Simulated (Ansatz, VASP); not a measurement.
## Two plane-wave programs on Zr3N4

The input INCAR:

```
SYSTEM = Zr3N4
PREC = Accurate
ENCUT = 520
EDIFF = 1E-8
ISMEAR = -1
SIGMA = 0.02
LREAL = .FALSE.
LASPH = .TRUE.
NELM = 200
ALGO = Normal
ISIF = 2
LWAVE = .FALSE.
LCHARG = .FALSE.
LNONCOLLINEAR = .TRUE.
MAGMOM = 0 0 0 0 0 0 0 0 0 0 0 0 0 0 0 0 0 0 0 0 0 0 0 0 0 0 0 0 0 0 0 0 0 0 0 0 0 0 0 0 0 0
LORBIT = 11
LSORBIT = .TRUE.
GGA_COMPAT = .FALSE.
LORBMOM = .TRUE.
LMAXMIX = 4
GGA = PE
LEFG = .TRUE.
NBANDS = 136
KPAR = 4
```

The input KPOINTS:

```
Automatic mesh
0
G
  6 6 6
  0 0 0
```

The input POSCAR:

```
Zr3N4
1.0
   -3.3700000000      3.3700000000      3.3700000000
    3.3700000000     -3.3700000000      3.3700000000
    3.3700000000      3.3700000000     -3.3700000000
Zr N
6 8
Direct
    0.2500000000      0.6250000000      0.3750000000
    0.3750000000      0.2500000000      0.6250000000
    0.7500000000      0.8750000000      0.1250000000
    0.1250000000      0.7500000000      0.8750000000
    0.6250000000      0.3750000000      0.2500000000
    0.8750000000      0.1250000000      0.7500000000
    0.1374207936      0.1374207936      0.1374207936
    0.8625792064      0.5000000000      0.0000000000
    0.5000000000      0.0000000000      0.3625792064
    0.0000000000      0.8625792064      0.5000000000
    0.3625792064      0.5000000000      0.0000000000
    0.6374207936      0.6374207936      0.6374207936
    0.0000000000      0.3625792064      0.5000000000
    0.5000000000      0.0000000000      0.8625792064
```

Input for Ansatz:

```yaml
crystal:
  lattice:
    - [-3.37, 3.37, 3.37]
    - [3.37, -3.37, 3.37]
    - [3.37, 3.37, -3.37]
  atoms:
    - { symbol: Zr, position: [0.25, 0.625, 0.375] }
    - { symbol: Zr, position: [0.375, 0.25, 0.625] }
    - { symbol: Zr, position: [0.75, 0.875, 0.125] }
    - { symbol: Zr, position: [0.125, 0.75, 0.875] }
    - { symbol: Zr, position: [0.625, 0.375, 0.25] }
    - { symbol: Zr, position: [0.875, 0.125, 0.75] }
    - { symbol: "N", position: [0.1374207936, 0.1374207936, 0.1374207936] }
    - { symbol: "N", position: [0.8625792064, 0.5, 0.0] }
    - { symbol: "N", position: [0.5, 0.0, 0.3625792064] }
    - { symbol: "N", position: [0.0, 0.8625792064, 0.5] }
    - { symbol: "N", position: [0.3625792064, 0.5, 0.0] }
    - { symbol: "N", position: [0.6374207936, 0.6374207936, 0.6374207936] }
    - { symbol: "N", position: [0.0, 0.3625792064, 0.5] }
    - { symbol: "N", position: [0.5, 0.0, 0.8625792064] }
kpoints:
  mp_grid: { grid: [6, 6, 6] }
scf:
  occupations: { method: fermi_dirac, width: 0.02 }
hamiltonian:
  xc: pbe
  pseudopotentials: { kind: paw_fr }
output:
  forces: true
  stress: true
  populations: true
  efg:
    quadrupole_moments_barn: { Zr: -0.176, "N": 0.02044 }
    contact_densities: true
magnetization:
  noncollinear: true
  spin_orbit: true
```

Alike in both runs: task electric field gradients; functional PBE; k mesh 6 × 6 × 6; occupations fermi-dirac, width 0.02 eV; non-collinear spin, spin-orbit coupling.

|  | VASP | Ansatz |
| --- | --- | --- |
| version | VASP 6.6.1 | Ansatz 0.2.0 |
| potentials or method | VASP PAW PBE potentials, release 64 (Zr_sv, N) | plane-wave PAW |
| plane-wave cutoff (eV) | 520 | 420 |
| valence electrons in the cell | 112 | 112 |

VASP gave:

| Property | Result |
| --- | --- |
| pressure (GPa) | 4.4 |
| rms of the force components (eV/Å) | 0.014 |
| size of Vzz on the site where it differs most (V/Å²) | 100.5 |

Q: Estimate Ansatz's values.

A: Pressure (GPa): 4.2; rms of the force components (eV/Å): 0.008; size of Vzz on the site where it differs most (V/Å²): 99.9.

Atom by atom the forces differ by 0.005 eV/Å (rms over components). With one functional, cell and mesh, what is left measures potentials, basis and numerics.
